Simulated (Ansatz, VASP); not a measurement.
## One calculation of Mg2Si3N3, two programs

```
Mg Si N
1.0
     3.11939    0.00000    0.00000
    -1.55969    2.70147    0.00000
     0.00000    0.00000   12.39252
Mg Si N
2 3 3
Direct
  0.33333 0.66667 0.05922
  0.66667 0.33333 0.26823
  0.66667 0.33333 0.89248
  0.33333 0.66667 0.49769
  0.66667 0.33333 0.71088
  0.33333 0.66667 0.21453
  0.66667 0.33333 0.46254
  0.33333 0.66667 0.64443
```

Alike in both runs: task relaxation of cell and atoms; functional PBE; k mesh 12 × 12 × 4; occupations gaussian, width 0.1 eV; no spin polarisation.

|  | VASP | Ansatz |
| --- | --- | --- |
| version | VASP 6.6.1 | Ansatz 0.2.0 |
| potentials or method | VASP PAW PBE potentials, release 64 (Mg, Si, N), cutoff 600 eV | scalar-relativistic, plane waves, PAW |
| valence electrons in the cell | 31 | 47 |

|  | VASP | Ansatz | Ansatz less VASP |
| --- | --- | --- | --- |
| gap on the k mesh at the Fermi level, each at its own relaxed structure (eV) | none | none | - |
| relaxed volume (Å³/atom) | 13.06 | 13.09 | +0.026 |
| relaxed length of the cell vector where the two differ most in proportion (Å) | 12.488 | 12.513 | +0.0259 |

A gap of «none» marks a metal or a gap that the smearing closes. VASP's potentials hold 31 valence electrons a cell and Ansatz's 47, so a difference there can come from the potentials and not from the codes.
